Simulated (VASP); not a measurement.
A run of VASP 6.6.1 is set up as follows.

POSCAR

```
MgO
1.0
    0.0000000000      2.0601240671      2.1293490089
    2.0601240671      0.0000000000      2.1293490089
    2.0601240671      2.0601240671      0.0000000000
Mg O
1 1
Direct
    0.0000000000      0.0000000000      0.0000000000
    0.5000000000      0.5000000000      0.5000000000
```

INCAR.step1

```
  PREC = Accurate
  ENCUT = 920
  ISMEAR = 0
  SIGMA = 0.01
  LREAL = F
  LASPH = T
  NELM = 120
  NBANDS = 15
  GGA = PE
  ALGO = Normal
  EDIFF = 1E-5
  LWAVE = T
  LCHARG = F
  GGA_COMPAT = F
```

INCAR.step2

```
  PREC = Accurate
  ENCUT = 920
  EDIFF = 1E-6
  ISMEAR = 0
  SIGMA = 0.01
  LREAL = F
  LASPH = T
  NELM = 120
  ALGO = Normal
  ISIF = 2
  LWAVE = F
  LCHARG = F
  METAGGA = R2SCAN
  LMIXTAU = T
  NBANDS = 15
  ISTART = 1
  GGA_COMPAT = F
```

File KPOINTS:

```
Automatic mesh
0
Gamma
  10 10 10
```

Potentials or basis: VASP PAW PBE potentials, release 64 (Mg_sv, O).

Run with:

```console
$ cat potpaw_PBE.64/Mg_sv/POTCAR potpaw_PBE.64/O/POTCAR > POTCAR
$ cp INCAR.step1 INCAR
$ mpirun -np 1 vasp_std > vasp.out
$ cp INCAR.step2 INCAR
$ mpirun -np 1 vasp_std > vasp.out
```

Question: Predict the band gap on the k mesh.

Answer: 5.93 eV.

Question: What does it give for the pressure?

Answer: 5.8 GPa.

Stress tensor (GPa, compression positive):
```
8.56 0.00 0.00
0.00 8.56 0.00
0.00 0.00 0.37
```

Caveat: the cell differs from its parent crystal (epitaxial xy strain -2.0%); the stress differs along the axes, from 0 to 9 GPa; the PAW data sets were made with another functional, which shifts forces and pressure a little.
